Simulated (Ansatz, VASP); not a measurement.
**GaN in VASP and in Ansatz**

INCAR

```
SYSTEM = GaN
  PREC = Accurate
  ENCUT = 520
  EDIFF = 1E-8
  ISMEAR = -1
  SIGMA = 0.02
  LREAL = .False.
  LASPH = .True.
  NELM = 120
  ALGO = Normal
  ISIF = 2
  LWAVE = .False.
  LCHARG = .False.
  GGA = PE
  LEFG = .True.
  NBANDS = 16
  GGA_COMPAT = .False.
```

The input KPOINTS:

```
regular mesh
0
Gamma
  13 13 13
  0 0 0
```

Contents of POSCAR:

```
GaN
1.0
    0.0000000000      1.9518253216      1.9518253216
    1.9518253216      0.0000000000      1.9518253216
    1.9518253216      1.9518253216      0.0000000000
Ga N
1 1
Direct
    0.5000000000      0.5000000000      0.5000000000
    0.0000000000      0.0000000000      0.0000000000
```

Input for Ansatz:

```yaml
crystal:
  lattice:
    - [0.0, 1.9518253216, 1.9518253216]
    - [1.9518253216, 0.0, 1.9518253216]
    - [1.9518253216, 1.9518253216, 0.0]
  atoms:
    - { symbol: Ga, position: [0.5, 0.5, 0.5] }
    - { symbol: "N", position: [0.0, 0.0, 0.0] }
kpoints:
  mp_grid: { grid: [13, 13, 13] }
scf:
  occupations: { method: fermi_dirac, width: 0.02 }
hamiltonian:
  xc: pbe
  pseudopotentials: { kind: all_electron, datasets: crystal }
output:
  forces: true
  stress: true
  eigenvalues: true
  efg: { contact_densities: true }
```

Change from the starting cell: volume scaled by 0.94, crystal datasets.

Alike in both runs: task electric field gradients; functional PBE; k mesh 13 × 13 × 13; occupations fermi-dirac, width 0.02 eV; no spin polarisation.

|  | VASP | Ansatz |
| --- | --- | --- |
| version | VASP 6.6.1 | Ansatz 0.2.0 |
| potentials or method | VASP PAW PBE potentials, release 64 (Ga_d, N), cutoff 520 eV | all-electron PAW with datasets made for the crystal, scalar-relativistic |

Ansatz gave:

| Item | Value |
| --- | --- |
| gap on the k mesh at the Fermi level (eV) | 2.40 |
| pressure (GPa) | 103.0 |

Problem. Which values does VASP return?

Solution. gap on the k mesh at the Fermi level (eV): 2.38; pressure (GPa): 104.4.

Both programs put the cell under a high pressure, so it lies far from rest at this level. Ansatz ran all-electron here, and VASP with PAW potentials.

Noted on VASP's run: the cell as given lies far from equilibrium.
